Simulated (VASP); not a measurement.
**Y: single point with r2SCAN**

The system is Y.

```
CELL_PARAMETERS angstrom
0.00000 2.32969 2.48500
2.64031 0.00000 2.48500
2.64031 2.32969 0.00000
ATOMIC_POSITIONS crystal
Y 0.00000 0.00000 0.00000
```

This cell differs from its parent crystal: strain +0.0625 x Voigt [1, -1, 0, 0, 0, 0].

```
Program             : VASP 6.6.1
Task                : single point
Functional          : r2SCAN
Potentials or basis : VASP PAW PBE potentials, release 64 (Y_sv)
Cutoff              : 520 eV
k mesh              : 16 × 16 × 16
Occupations         : gaussian, width 0.15 eV
Spin                : no spin polarisation
```

| Property | Result |
| --- | --- |
| Pressure | 3.7 GPa |
| Band gap on the k mesh | zero (an odd number of electrons rules out a gap without spin polarisation) |

Stress tensor (GPa, compression positive):
```
2.49 0.00 0.00
0.00 4.65 0.00
0.00 0.00 3.83
```

Levels at points of the mesh, in eV from the Fermi level:
```csv
k point,band 4,band 5,band 6,band 7,band 8,band 9
"(0.00, 0.00, 0.00)",-23.02,-5.08,1.66,2.21,2.65,3.65
"(0.50, 0.00, 0.00)",-23.08,-2.08,0.66,1.40,2.48,5.65
"(0.50, 0.50, 0.00)",-23.19,-1.99,-0.85,2.32,5.72,5.78
"(0.50, 0.00, 0.50)",-23.29,-1.95,-1.20,3.30,5.93,6.05
"(0.00, 0.50, 0.50)",-23.19,-2.00,-0.72,1.49,5.99,6.15
```

It took 5.8 min on 1 thread of Intel(R) Xeon(R) 6975P-C (Granite Rapids) (shared host), peak memory 0.39 GiB.

Caveat: the cell differs from its parent crystal (strain +0.0625 x Voigt [1, -1, 0, 0, 0, 0]); the cell stands under pressure; the PAW data sets were made with another functional, which shifts forces and pressure a little.
